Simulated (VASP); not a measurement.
# Rb (Pm-3m) in VASP: a series of runs

Runs on Rb. Level: PBE. Tasks: density of states.

Everything below comes from runs of VASP 6.6.1. Logs are shortened: lines on timing, memory, paths and dates and some standing lists are left out, and cuts for length are marked.

## Step 1: The cell of the first run

Symmetry: Pm-3m, No. 221, cubic system. Conventional cell: a = 3.896 Å, b = 3.896 Å, c = 3.896 Å, α = 90.00°, β = 90.00°, γ = 90.00°. Within 5.1 Å of Rb (site symmetry m-3m) lie 6 Rb at 3.90 Å.

## Step 2: Density of states, PBE (volume scaled by 0.6)

The input, POSCAR:

```
Rb
1.0
    3.8955546984      0.0000000000      0.0000000000
    0.0000000000      3.8955546984      0.0000000000
    0.0000000000      0.0000000000      3.8955546984
Rb
1
Direct
    0.0000000000      0.0000000000      0.0000000000
```

The input, INCAR.step1:

```
PREC = Accurate ; ENCUT = 520
EDIFF = 1E-6 ; ISMEAR = -1
SIGMA = 0.08 ; LREAL = False
LASPH = True ; NELM = 60
ALGO = Normal ; ISIF = 2
LWAVE = False ; LCHARG = True
GGA = PE ; NBANDS = 10
```

The input, KPOINTS.step1:

```
Automatic mesh
0
Gamma
  9 9 9
```

The input, INCAR.step2:

```
PREC = Accurate ; ENCUT = 520
EDIFF = 1E-6 ; ISMEAR = -5
SIGMA = 0.08 ; LREAL = False
LASPH = True ; NELM = 60
ALGO = Normal ; ISIF = 2
LWAVE = False ; LCHARG = False
GGA = PE ; LORBIT = 10
NEDOS = 1001 ; ICHARG = 11
```

The input, KPOINTS.step2:

```
Automatic mesh
0
Gamma
  14 14 14
```

Potentials or basis: VASP PAW PBE potentials, release 64 (Rb_sv).

The run is started by

```console
$ cat potpaw_PBE.64/Rb_sv/POTCAR > POTCAR
$ cp INCAR.step1 INCAR
$ cp KPOINTS.step1 KPOINTS
$ mpirun -np 1 vasp_std > vasp.out
$ cp INCAR.step2 INCAR
$ cp KPOINTS.step2 KPOINTS
$ mpirun -np 1 vasp_std > vasp.out
```

OUTCAR:

```text
PREC = Accurate
   ENCUT = 520
   EDIFF = 1E-6
   ISMEAR = -5
   LREAL = False
   LASPH = True
   NELM = 60
   ISIF = 2
   GGA = PE
   LORBIT = 10
   ICHARG = 11

 ion  position               nearest neighbor table
   1  0.000  0.000  0.000-

  LATTYP: Found a simple cubic cell.
 ALAT       =     3.8955546984

  Lattice vectors:

 A1 = (   3.8955546984,   0.0000000000,   0.0000000000)
 A2 = (   0.0000000000,   3.8955546984,   0.0000000000)
 A3 = (   0.0000000000,   0.0000000000,   3.8955546984)

Analysis of symmetry for initial positions (statically):
=====================================================================
 Subroutine PRICEL returns:
 Original cell was already a primitive cell.

 Routine SETGRP: Setting up the symmetry group for a
 simple cubic supercell.

 Subroutine GETGRP returns: Found 48 space group operations
 (whereof 48 operations were pure point group operations)
 out of a pool of 48 trial point group operations.

The static configuration has the point symmetry O_h .

Analysis of symmetry for dynamics (positions and initial velocities):
=====================================================================
 Subroutine PRICEL returns:
 Original cell was already a primitive cell.

 Routine SETGRP: Setting up the symmetry group for a
 simple cubic supercell.

 Subroutine GETGRP returns: Found 48 space group operations
 (whereof 48 operations were pure point group operations)
 out of a pool of 48 trial point group operations.

The dynamic configuration has the point symmetry O_h .

 Subroutine INISYM returns: Found 48 space group operations
 (whereof 48 operations are pure point group operations),
 and found     1 'primitive' translations

----------------------------------------------------------------------------------------

                                     Primitive cell

  volume of cell :      59.1164

  direct lattice vectors                    reciprocal lattice vectors
     3.895554698  0.000000000  0.000000000     0.256702852  0.000000000  0.000000000
     0.000000000  3.895554698  0.000000000     0.000000000  0.256702852  0.000000000
     0.000000000  0.000000000  3.895554698     0.000000000  0.000000000  0.256702852

  length of vectors
     3.895554698  3.895554698  3.895554698     0.256702852  0.256702852  0.256702852

  position of ions in fractional coordinates (direct lattice)
     0.000000000  0.000000000  0.000000000

  ion indices of the primitive-cell ions
   primitive index   ion index
                 1           1

----------------------------------------------------------------------------------------

 KPOINTS: Automatic mesh

Automatic generation of k-mesh.
 Grid dimensions read from file:
 generate k-points for:   14   14   14

 Generating k-lattice:

  Cartesian coordinates                     Fractional coordinates (reciprocal lattice)
     0.018335918  0.000000000  0.000000000     0.071428571  0.000000000  0.000000000
     0.000000000  0.018335918  0.000000000     0.000000000  0.071428571  0.000000000
     0.000000000  0.000000000  0.018335918     0.000000000  0.000000000  0.071428571

  Length of vectors
     0.018335918  0.018335918  0.018335918

  Shift w.r.t. Gamma in fractional coordinates (k-lattice)
     0.000000000  0.000000000  0.000000000

 TETIRR: Found   1360 inequivalent tetrahedra from    16464

 Subroutine IBZKPT returns following result:
 ===========================================

 Found    120 irreducible k-points:

 Following reciprocal coordinates:
            Coordinates               Weight
  0.000000  0.000000  0.000000      1.000000
  0.071429  0.000000  0.000000      6.000000
  0.142857  0.000000  0.000000      6.000000
  0.214286  0.000000  0.000000      6.000000
  0.285714  0.000000  0.000000      6.000000
  0.357143  0.000000  0.000000      6.000000
[... 16 lines left out ...]
  0.285714  0.214286  0.000000     24.000000
  0.357143  0.214286  0.000000     24.000000
 [... further k-points ...]
   k-points           NKPTS =    120   k-points in BZ     NKDIM =    120   number of bands    NBANDS=      8
   number of dos      NEDOS =   1001   number of ions     NIONS =      1
   total plane-waves  NPLWV =  27000
   dimension x,y,z NGX =    30 NGY =   30 NGZ =   30
   dimension x,y,z NGXF=    60 NGYF=   60 NGZF=   60
   ions per type =               1
   NGX,Y,Z   is equivalent  to a cutoff of  12.80, 12.80, 12.80 a.u.
   NGXF,Y,Z  is equivalent  to a cutoff of  25.61, 25.61, 25.61 a.u.
 SYSTEM =  unknown system
   PREC   = accura    normal or accurate (medium, high low for compatibility)
   ISTART =      0    job   : 0-new  1-cont  2-samecut
   ICHARG =     11    charge: 1-file 2-atom 10-const
   ISPIN  =      1    spin polarized calculation?
   LNONCOLLINEAR =      F non collinear calculations
   LSORBIT =      F    spin-orbit coupling
   LASPH  =      T    aspherical Exc in radial PAW
   ENCUT  =  520.0 eV  38.22 Ry    6.18 a.u.   7.24  7.24  7.24*2*pi/ulx,y,z
   NELM   =     60;   NELMIN=  2; NELMDL=  0     # of ELM steps
   EDIFF  = 0.1E-05   stopping-criterion for ELM
   LREAL  =      F    real-space projection
   EDIFFG = 0.1E-04   stopping-criterion for IOM
   NSW    =      0    number of steps for IOM
   IBRION =     -1    ionic relax: 0-MD 1-quasi-New 2-CG
   NFREE  =      0    steps in history (QN), initial steepest desc. (CG)
   ISIF   =      2    stress and relaxation
   ISYM   =      2    0-nonsym 1-usesym 2-fastsym
   POTIM  = 0.5000    time-step for ionic-motion
   TEBEG  =    0.0;   TEEND  =   0.0 temperature during run
   PSTRESS=    0.0 pullay stress
   NELECT =       9.0000    total number of electrons
   NUPDOWN=      -1.0000    fix difference up-down
   EMIN   =  10.00;   EMAX   =-10.00  energy-range for DOS
   EFERMI =   0.00;   METHOD = LEGACY
   ISMEAR =    -5;   SIGMA  =   0.08  broadening in eV -4-tet -1-fermi 0-gaus
   EFERMI_NEDOS =   21; number of points for ismear=-14 and -15
   IALGO  =     38    algorithm
   IMIX   =      4    mixing-type and parameters
     AMIX     =   0.40;   BMIX     =  1.00
     AMIX_MAG =   1.60;   BMIX_MAG =  1.00
  volume/ion in A,a.u.               =      59.12       398.94
  Fermi-wavevector in a.u.,A,eV,Ry     =   0.874151  1.651905 10.396751  0.764140
  Thomas-Fermi vector in A             =   1.993642
   LORBIT       =     10    0 simple, 1 ext, 2 COOP (PROOUT), +10 PAW based schemes
   GGA     = PE    functional components
   LHFCALC =     F    Hartree Fock is set to
   AEXX    =    0.0000 exact exchange contribution
   IVDW    =     0    specifies the selected vdW correction
   LEPSILON=     F    determine dielectric tensor
   LRPA    =     F    only Hartree local field effects (RPA)
 non-spin polarized calculation
 Fermi weights with tetrahedron method with Bloechl corrections
  energy-cutoff  :      520.00
  volume of cell :       59.12
 maximum number of plane-waves:      1622
 NGX is ok and might be reduce to    30

 number of electron       9.0000000 magnetization

 Free energy of the ion-electron system (eV)
  ---------------------------------------------------
  ext. energy  EPLUGINS =         0.00000000
  ---------------------------------------------------
  free energy    TOTEN  =        -0.59921389 eV

  energy without entropy =       -0.59921389  energy(sigma->0) =       -0.59921389

 E-fermi :   1.2995     XC(G=0):  -6.6276

 val. band max:        1.3600778808   @ k =   0.5000   0.0714   0.0714
 cond. band min:       1.2957409314   @ k =   0.4286   0.2143   0.0714
 fundamental gap:     -0.0643369494
 Fermi energy:         1.2994989045

 k-point     1 :       0.0000    0.0000    0.0000
  band No.  band energies     occupation
      1     -27.8319      2.00000
      2     -11.6967      2.00000
      3     -11.6967      2.00000
      4     -11.6967      2.00000
      5      -1.2854      2.00000
      6       3.4402      0.00000
      7       3.4402      0.00000
      8       8.5853      0.00000

 k-point     2 :       0.0714    0.0000    0.0000
  band No.  band energies     occupation
      1     -27.8300      2.00000
      2     -11.7255      2.00000
      3     -11.6942      2.00000
      4     -11.6942      2.00000
      5      -1.2121      2.00000
      6       3.4706      0.00000
      7       3.4714      0.00000
      8       8.1605      0.00000

 k-point     3 :       0.1429    0.0000    0.0000
  band No.  band energies     occupation
      1     -27.8249      2.00000
      2     -11.8050      2.00000
      3     -11.6873      2.00000
      4     -11.6873      2.00000
      5      -0.9994      2.00000
      6       3.5235      0.00000
      7       3.5620      0.00000
      8       7.5610      0.00000

 k-point     4 :       0.2143    0.0000    0.0000
  band No.  band energies     occupation
      1     -27.8175      2.00000
      2     -11.9166      2.00000
      3     -11.6773      2.00000
      4     -11.6773      2.00000
      5      -0.6658      2.00000
      6       3.4862      0.00000
      7       3.7027      0.00000
      8       7.0170      0.00000

 k-point     5 :       0.2857    0.0000    0.0000
  band No.  band energies     occupation
      1     -27.8092      2.00000
      2     -12.0364      2.00000
      3     -11.6662      2.00000
      4     -11.6662      2.00000
      5      -0.2350      2.00000
      6       3.2362      0.00000
      7       3.8759      0.00000
      8       6.5680      0.00000
[... 177 lines left out ...]
 k-point    22 :       0.2143    0.2143    0.0000
  band No.  band energies     occupation
      1     -27.8033      2.00000
      2     -11.9030      2.00000
      3     -11.8789      2.00000
      4     -11.6585      2.00000
      5      -0.0912      2.00000
      6       3.6169      0.00000
      7       3.9376      0.00000
      8       5.6180      0.00000

 k-point    23 :       0.2857    0.2143    0.0000
  band No.  band energies     occupation
      1     -27.7951      2.00000
      2     -12.0086      2.00000
      3     -11.8751      2.00000
      4     -11.6477      2.00000
      5       0.3008      2.00000
      6       3.3654      0.00000
      7       4.1007      0.00000
      8       5.4521      0.00000

 k-point    24 :       0.3571    0.2143    0.0000
  band No.  band energies     occupation
      1     -27.7878      2.00000
      2     -12.1099      2.00000
      3     -11.8624      2.00000
      4     -11.6379      2.00000
      5       0.7548      2.07033
      6       2.8985      0.00000
      7       4.3080      0.00000
      8       5.3699      0.00000

 [... further k-points ...]
[... 5 lines left out ...]
  --------------------------------------------------------------------------------------
  -------------------------------------------------------------------------------------
  Total        1.1092682      1.1092682      1.1092682     -0.0000000      0.0000000      0.0000000
  in kB       30.0634777     30.0634777     30.0634777     -0.0000000      0.0000000      0.0000000
  external PRESSURE =      30.0634777 kB  Pullay stress =       0.0000000 kB

 VOLUME and BASIS-vectors are now :
 -----------------------------------------------------------------------------
  energy-cutoff  :      520.00
  volume of cell :       59.12
      direct lattice vectors                 reciprocal lattice vectors
     3.895554698  0.000000000  0.000000000     0.256702852  0.000000000  0.000000000
     0.000000000  3.895554698  0.000000000     0.000000000  0.256702852  0.000000000
     0.000000000  0.000000000  3.895554698     0.000000000  0.000000000  0.256702852

 POSITION                                       TOTAL-FORCE (eV/Angst)
 -----------------------------------------------------------------------------------
      0.00000      0.00000      0.00000         0.000000      0.000000      0.000000
 -----------------------------------------------------------------------------------
    total drift:                                0.000000     -0.000000      0.000000

  FREE ENERGIE OF THE ION-ELECTRON SYSTEM (eV)
  ---------------------------------------------------
  free  energy   TOTEN  =        -0.5992138880 eV

  energy  without entropy=       -0.5992138880  energy(sigma->0) =       -0.59921389

 total charge

# of ion       s       p       d       tot
------------------------------------------
    1        1.980   5.310   0.015   7.304
```

Run time: 34 s. Hardware: 1 thread of Intel Xeon Platinum 8259CL at 2.50GHz (Skylake/Cascade Lake), shared host; peak memory 0.19 GiB.

What came out:

- Valence electrons inside the program's atomic spheres: Rb 7.30

Caveat: tetrahedron occupations give inexact forces and stress in metals.

(Part 1 of 2 ends here.)
